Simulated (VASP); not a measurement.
# ZnO (P6_3mc) in VASP: further runs

ZnO is run at these levels: PBEsol; tasks: single point.

Everything below comes from runs of VASP 6.6.1. Logs are shortened: lines on timing, memory, paths and dates and some standing lists are left out, and cuts for length are marked.

## Step 1: The cell of the first run

Symmetry: P6_3mc, No. 186, hexagonal system. The conventional cell has a = 3.149 Å, b = 3.149 Å, c = 5.490 Å, α = 90.00°, β = 90.00°, γ = 120.00°. Zn (site symmetry 3m) has 4 O at 1.87 to 2.33 Å within 2.5 Å. O (site symmetry 3m) has 4 Zn at 1.87 to 2.33 Å within 2.5 Å.

## Step 2: Single point, PBEsol

File INCAR:

```
SYSTEM = ZnO
PREC = Accurate
ENCUT = 520
EDIFF = 1E-6
ISMEAR = 0
SIGMA = 0.05
LREAL = .FALSE.
LASPH = .TRUE.
NELM = 80
ALGO = Normal
ISIF = 2
LWAVE = .FALSE.
LCHARG = .FALSE.
GGA = PS
NBANDS = 26
```

File KPOINTS:

```
Automatic mesh
0
G
  9 9 6
  0 0 0
```

File POSCAR:

```
ZnO
1.0
    3.1491219313      0.0000000000      0.0000000000
   -1.5745609656      2.7272195921      0.0000000000
    0.0000000000      0.0000000000      5.4898642628
Zn O
2 2
Direct
    0.3333333333      0.6666666667      0.0015754469
    0.6666666667      0.3333333333      0.5015754469
    0.3333333333      0.6666666667      0.4257754335
    0.6666666667      0.3333333333      0.9257754335
```

Potentials or basis: VASP PAW PBE potentials, release 64 (Zn, O).

On the command line:

```
$ cat potpaw_PBE.64/Zn/POTCAR potpaw_PBE.64/O/POTCAR > POTCAR
$ mpirun -np 1 vasp_std > vasp.out
```

OUTCAR:

```text
SYSTEM = ZnO
   PREC = Accurate
   ENCUT = 520
   EDIFF = 1E-6
   ISMEAR = 0
   LREAL = .FALSE.
   LASPH = .TRUE.
   NELM = 80
   ISIF = 2
   GGA = PS

 ion  position               nearest neighbor table
   1  0.333  0.667  0.002-   4 1.87   4 1.87   4 1.87   3 2.33
   2  0.667  0.333  0.502-   3 1.87   3 1.87   3 1.87   4 2.33
   3  0.333  0.667  0.426-   2 1.87   2 1.87   2 1.87   1 2.33
   4  0.667  0.333  0.926-   1 1.87   1 1.87   1 1.87   2 2.33

  LATTYP: Found a hexagonal cell.
 ALAT       =     3.1491219313
 C/A-ratio  =     1.7433000000

  Lattice vectors:

 A1 = (   3.1491219313,   0.0000000000,   0.0000000000)
 A2 = (  -1.5745609656,   2.7272195921,   0.0000000000)
 A3 = (   0.0000000000,   0.0000000000,   5.4898642628)

Analysis of symmetry for initial positions (statically):
=====================================================================
 Subroutine PRICEL returns:
 Original cell was already a primitive cell.

 Routine SETGRP: Setting up the symmetry group for a
 hexagonal supercell.

 Subroutine GETGRP returns: Found 12 space group operations
 (whereof  6 operations were pure point group operations)
 out of a pool of 24 trial point group operations.

The static configuration has the point symmetry C_3v.
 The point group associated with its full space group is C_6v.

Analysis of symmetry for dynamics (positions and initial velocities):
=====================================================================
 Subroutine PRICEL returns:
 Original cell was already a primitive cell.

 Routine SETGRP: Setting up the symmetry group for a
 hexagonal supercell.

 Subroutine GETGRP returns: Found 12 space group operations
 (whereof  6 operations were pure point group operations)
 out of a pool of 24 trial point group operations.

The dynamic configuration has the point symmetry C_3v.
 The point group associated with its full space group is C_6v.

 Subroutine INISYM returns: Found 12 space group operations
 (whereof  6 operations are pure point group operations),
 and found     1 'primitive' translations

----------------------------------------------------------------------------------------

                                     Primitive cell

  volume of cell :      47.1489

  direct lattice vectors                    reciprocal lattice vectors
     3.149121931  0.000000000  0.000000000     0.317548835  0.183336905  0.000000000
    -1.574560966  2.727219592  0.000000000     0.000000000  0.366673811  0.000000000
     0.000000000  0.000000000  5.489864263     0.000000000  0.000000000  0.182153866

  length of vectors
     3.149121931  3.149121931  5.489864263     0.366673811  0.366673811  0.182153866

  position of ions in fractional coordinates (direct lattice)
     0.333333333  0.666666667  0.001575447
     0.666666667  0.333333333  0.501575447
     0.333333333  0.666666667  0.425775434
     0.666666667  0.333333333  0.925775434

  ion indices of the primitive-cell ions
   primitive index   ion index
                 1           1
                 2           2
                 3           3
                 4           4

----------------------------------------------------------------------------------------

 KPOINTS: Automatic mesh

Automatic generation of k-mesh.
 Grid dimensions read from file:
 generate k-points for:    9    9    6

 Generating k-lattice:

  Cartesian coordinates                     Fractional coordinates (reciprocal lattice)
     0.035283204  0.020370767  0.000000000     0.111111111  0.000000000  0.000000000
     0.000000000  0.040741535  0.000000000     0.000000000  0.111111111  0.000000000
     0.000000000  0.000000000  0.030358978     0.000000000  0.000000000  0.166666667

  Length of vectors
     0.040741535  0.040741535  0.030358978

  Shift w.r.t. Gamma in fractional coordinates (k-lattice)
     0.000000000  0.000000000  0.000000000

 Subroutine IBZKPT returns following result:
 ===========================================

 Found     48 irreducible k-points:

 Following reciprocal coordinates:
            Coordinates               Weight
  0.000000  0.000000  0.000000      1.000000
  0.111111  0.000000  0.000000      6.000000
  0.222222 -0.000000  0.000000      6.000000
  0.333333 -0.000000  0.000000      6.000000
  0.444444 -0.000000  0.000000      6.000000
  0.111111  0.111111  0.000000      6.000000
[... 16 lines left out ...]
  0.333333  0.222222  0.166667     24.000000
  0.333333  0.333333  0.166667      4.000000
 [... further k-points ...]
   k-points           NKPTS =     48   k-points in BZ     NKDIM =     48   number of bands    NBANDS=     26
   number of dos      NEDOS =    301   number of ions     NIONS =      4
   total plane-waves  NPLWV =  24192
   dimension x,y,z NGX =    24 NGY =   24 NGZ =   42
   dimension x,y,z NGXF=    48 NGYF=   48 NGZF=   84
   ions per type =               2   2
   NGX,Y,Z   is equivalent  to a cutoff of  12.67, 12.67, 12.72 a.u.
   NGXF,Y,Z  is equivalent  to a cutoff of  25.34, 25.34, 25.44 a.u.
 SYSTEM =  ZnO
   PREC   = accura    normal or accurate (medium, high low for compatibility)
   ISTART =      0    job   : 0-new  1-cont  2-samecut
   ICHARG =      2    charge: 1-file 2-atom 10-const
   ISPIN  =      1    spin polarized calculation?
   LNONCOLLINEAR =      F non collinear calculations
   LSORBIT =      F    spin-orbit coupling
   LASPH  =      T    aspherical Exc in radial PAW
   ENCUT  =  520.0 eV  38.22 Ry    6.18 a.u.   5.86  5.86 10.21*2*pi/ulx,y,z
   NELM   =     80;   NELMIN=  2; NELMDL= -5     # of ELM steps
   EDIFF  = 0.1E-05   stopping-criterion for ELM
   LREAL  =      F    real-space projection
   EDIFFG = 0.1E-04   stopping-criterion for IOM
   NSW    =      0    number of steps for IOM
   IBRION =     -1    ionic relax: 0-MD 1-quasi-New 2-CG
   NFREE  =      0    steps in history (QN), initial steepest desc. (CG)
   ISIF   =      2    stress and relaxation
   ISYM   =      2    0-nonsym 1-usesym 2-fastsym
   POTIM  = 0.5000    time-step for ionic-motion
   TEBEG  =    0.0;   TEEND  =   0.0 temperature during run
   PSTRESS=    0.0 pullay stress
   NELECT =      36.0000    total number of electrons
   NUPDOWN=      -1.0000    fix difference up-down
   EMIN   =  10.00;   EMAX   =-10.00  energy-range for DOS
   EFERMI =   0.00;   METHOD = LEGACY
   ISMEAR =     0;   SIGMA  =   0.05  broadening in eV -4-tet -1-fermi 0-gaus
   EFERMI_NEDOS =   21; number of points for ismear=-14 and -15
   IALGO  =     38    algorithm
   IMIX   =      4    mixing-type and parameters
     AMIX     =   0.40;   BMIX     =  1.00
     AMIX_MAG =   1.60;   BMIX_MAG =  1.00
  volume/ion in A,a.u.               =      11.79        79.54
  Fermi-wavevector in a.u.,A,eV,Ry     =   1.496300  2.827597 30.462260  2.238913
  Thomas-Fermi vector in A             =   2.608334
   LORBIT       =      0    0 simple, 1 ext, 2 COOP (PROOUT), +10 PAW based schemes
   GGA     = PS    functional components
   LHFCALC =     F    Hartree Fock is set to
   AEXX    =    0.0000 exact exchange contribution
   IVDW    =     0    specifies the selected vdW correction
   LEPSILON=     F    determine dielectric tensor
   LRPA    =     F    only Hartree local field effects (RPA)
 non-spin polarized calculation
 Gauss-broadening in eV      SIGMA  =   0.05
  energy-cutoff  :      520.00
  volume of cell :       47.15
 maximum number of plane-waves:      1287
 NGX is ok and might be reduce to    24
   NGX = 11   NGY = 11   NGZ = 21

 number of electron      35.9999967 magnetization

 Free energy of the ion-electron system (eV)
  ---------------------------------------------------
  ext. energy  EPLUGINS =         0.00000000
  ---------------------------------------------------
  free energy    TOTEN  =       -18.89383831 eV

  energy without entropy =      -18.89383831  energy(sigma->0) =      -18.89383831

 E-fermi :   1.6771     XC(G=0): -11.1998

 val. band max:        1.4062210688   @ k =   0.0000   0.0000   0.0000
 cond. band min:       2.1026516462   @ k =   0.0000   0.0000   0.0000
 fundamental gap:      0.6964305774
 Fermi energy:         1.6771402193

 k-point     1 :       0.0000    0.0000    0.0000
  band No.  band energies     occupation
      1     -17.1817      2.00000
      2     -16.6138      2.00000
      3      -5.0836      2.00000
      4      -5.0836      2.00000
      5      -5.0494      2.00000
      6      -5.0494      2.00000
[... 18 lines left out ...]
     25      15.7127      0.00000
     26      15.7127      0.00000

 k-point     2 :       0.1111    0.0000    0.0000
  band No.  band energies     occupation
      1     -17.1022      2.00000
      2     -16.5632      2.00000
      3      -5.1568      2.00000
      4      -5.0734      2.00000
      5      -5.0105      2.00000
      6      -4.9692      2.00000
[... 18 lines left out ...]
     25      14.9069      0.00000
     26      16.0382      0.00000

 k-point     3 :       0.2222   -0.0000    0.0000
  band No.  band energies     occupation
      1     -16.8921      2.00000
      2     -16.4372      2.00000
      3      -5.2987      2.00000
      4      -5.0951      2.00000
      5      -4.8091      2.00000
      6      -4.7558      2.00000
[... 18 lines left out ...]
     25      15.2764      0.00000
     26      16.4178      0.00000

 k-point     4 :       0.3333   -0.0000    0.0000
  band No.  band energies     occupation
      1     -16.6305      2.00000
      2     -16.3034      2.00000
      3      -5.3566      2.00000
      4      -5.0797      2.00000
      5      -4.5622      2.00000
      6      -4.4781      2.00000
[... 18 lines left out ...]
     25      15.7093      0.00000
     26      16.1581      0.00000

 k-point     5 :       0.4444   -0.0000    0.0000
  band No.  band energies     occupation
      1     -16.4324      2.00000
      2     -16.2350      2.00000
      3      -5.2742      2.00000
      4      -5.0947      2.00000
      5      -4.4042      2.00000
      6      -4.2621      2.00000
[... 18 lines left out ...]
     25      15.7088      0.00000
     26      16.1511      0.00000

 k-point     6 :       0.1111    0.1111    0.0000
  band No.  band energies     occupation
      1     -16.9573      2.00000
      2     -16.4749      2.00000
      3      -5.2406      2.00000
      4      -5.0920      2.00000
      5      -4.8918      2.00000
      6      -4.8343      2.00000
[... 427 lines left out ...]
 k-point    21 :       0.4444    0.1111    0.1667
  band No.  band energies     occupation
      1     -16.3644      2.00000
      2     -16.2327      2.00000
      3      -5.1202      2.00000
      4      -5.0497      2.00000
      5      -4.3951      2.00000
      6      -4.2487      2.00000
[... 18 lines left out ...]
     25      13.9896      0.00000
     26      15.7417      0.00000

 k-point    22 :       0.2222    0.2222    0.1667
  band No.  band energies     occupation
      1     -16.4903      2.00000
      2     -16.2694      2.00000
      3      -5.1333      2.00000
      4      -4.9270      2.00000
      5      -4.6048      2.00000
      6      -4.4846      2.00000
[... 18 lines left out ...]
     25      12.9972      0.00000
     26      16.5163      0.00000

 k-point    23 :       0.3333    0.2222    0.1667
  band No.  band energies     occupation
      1     -16.3324      2.00000
      2     -16.2243      2.00000
      3      -4.8588      2.00000
      4      -4.7645      2.00000
      5      -4.4634      2.00000
      6      -4.3216      2.00000
[... 18 lines left out ...]
     25      13.6374      0.00000
     26      15.6970      0.00000

 k-point    24 :       0.3333    0.3333    0.1667
  band No.  band energies     occupation
      1     -16.2441      2.00000
      2     -16.2441      2.00000
      3      -4.5622      2.00000
      4      -4.4712      2.00000
      5      -4.4712      2.00000
      6      -4.3556      2.00000
[... 18 lines left out ...]
     25      14.2462      0.00000
     26      16.0392      0.00000

 [... further k-points ...]

------------------------ aborting loop because EDIFF is reached ----------------------------------------

  FORCE on cell =-STRESS in cart. coord.  units (eV):
  Direction    XX          YY          ZZ          XY          YZ          ZX
  --------------------------------------------------------------------------------------
  -------------------------------------------------------------------------------------
  Total        5.5011569      5.5011569     -2.1244004      0.0000000      0.0000000      0.0000000
  in kB      186.9362063    186.9362063    -72.1897870      0.0000000      0.0000000      0.0000000
  external PRESSURE =     100.5608752 kB  Pullay stress =       0.0000000 kB

 VOLUME and BASIS-vectors are now :
 -----------------------------------------------------------------------------
  energy-cutoff  :      520.00
  volume of cell :       47.15
      direct lattice vectors                 reciprocal lattice vectors
     3.149121931  0.000000000  0.000000000     0.317548835  0.183336905  0.000000000
    -1.574560966  2.727219592  0.000000000     0.000000000  0.366673811  0.000000000
     0.000000000  0.000000000  5.489864263     0.000000000  0.000000000  0.182153866

 POSITION                                       TOTAL-FORCE (eV/Angst)
 -----------------------------------------------------------------------------------
     -0.00000      1.81815      0.00865         0.000000     -0.000000      0.845930
      1.57456      0.90907      2.75358         0.000000      0.000000      0.845930
     -0.00000      1.81815      2.33745        -0.000000     -0.000000     -0.845930
      1.57456      0.90907      5.08238         0.000000      0.000000     -0.845930
 -----------------------------------------------------------------------------------
    total drift:                                0.000000      0.000001     -0.001339

  FREE ENERGIE OF THE ION-ELECTRON SYSTEM (eV)
  ---------------------------------------------------
  free  energy   TOTEN  =       -18.8938383077 eV

  energy  without entropy=      -18.8938383077  energy(sigma->0) =      -18.89383831
```

Run time: 99 s. Hardware: 1 thread of AMD EPYC 7R13, shared host; peak memory 0.16 GiB.

What came out:

| Property | Result |
| --- | --- |
| Free energy | -18.8938 eV |
| Pressure | 10.1 GPa |
| Largest force | 0.846 eV/Å |
| Band gap on the k mesh | 0.70 eV |

Forces on the atoms (eV/Å):
```
Zn   0.000  0.000  0.846
Zn   0.000  0.000  0.846
O    0.000  0.000 -0.846
O    0.000  0.000 -0.846
```

Stress tensor (GPa, compression positive):
```
18.69  0.00  0.00
 0.00 18.69  0.00
 0.00  0.00 -7.22
```

Caveat: the cell stands under pressure; the PAW data sets were made with another functional, which shifts forces and pressure a little; an odd mesh through Γ misses points on the zone boundary, where band edges can lie.

## Step 3: Single point, PBEsol

File INCAR:

```
SYSTEM = ZnO
PREC     = Accurate       ! precision mode
ENCUT    = 520            ! plane-wave cutoff, eV
EDIFF    = 1E-7           ! SCF threshold, eV
ISMEAR   = 0              ! smearing method
SIGMA    = 0.05           ! smearing width, eV
LREAL    = .False.        ! projectors in reciprocal space
LASPH    = .True.         ! aspherical terms in the spheres
NELM     = 80             ! most SCF steps
ALGO     = Normal         ! electronic algorithm
ISIF     = 2              ! what is computed and relaxed
LWAVE    = .False.        ! write WAVECAR
LCHARG   = .True.         ! write CHGCAR
GGA      = PS             ! functional
LELF     = .True.         ! ELF
LVHAR    = .True.       
NBANDS   = 26             ! bands
```

File KPOINTS:

```
Automatic mesh
0
Gamma
  9 9 6
  0 0 0
```

POSCAR, as its differences from that of step 2:

```diff
@@ -10,3 +10,3 @@
     0.6666666667      0.3333333333      0.5015754469
-    0.3333333333      0.6666666667      0.4257754335
-    0.6666666667      0.3333333333      0.9257754335
+    0.3333333333      0.6666666667      0.3352736727
+    0.6666666667      0.3333333333      0.8352736727
```

Potentials or basis: VASP PAW PBE potentials, release 64 (Zn, O).

On the command line:

```
$ cat potpaw_PBE.64/Zn/POTCAR potpaw_PBE.64/O/POTCAR > POTCAR
$ mpirun -np 1 vasp_std > vasp.out
```

Wall time 1.7 min (1 thread of AMD EPYC 7R13, shared host); peak memory 0.16 GiB.

Results (log left out):

| Property | Result |
| --- | --- |
| Free energy | -19.1326 eV |
| Pressure | 0.9 GPa |
| Largest force | 1.649 eV/Å |
| Band gap on the k mesh | 0.71 eV |

Forces in eV/Å, atoms in the order of the input:
```
Zn   0.000  0.000 -1.649
Zn   0.000  0.000 -1.649
O    0.000  0.000  1.649
O    0.000  0.000  1.649
```

Stress tensor (GPa, compression positive):
```
-1.94  0.00  0.00
 0.00 -1.94  0.00
 0.00  0.00  6.70
```

Levels at points of the mesh, in eV from the valence-band top:
| k point | band 16 | band 17 | band 18 | band 19 | band 20 | band 21 |
| --- | --- | --- | --- | --- | --- | --- |
| (0.00, 0.00, 0.00) | -0.35 | 0.00 | 0.00 | 0.71 | 5.65 | 7.66 |
| (0.00, 0.00, 0.50) | -0.50 | -0.50 | -0.50 | 3.31 | 3.31 | 9.95 |

Caveat: the PAW data sets were made with another functional, which shifts forces and pressure a little.
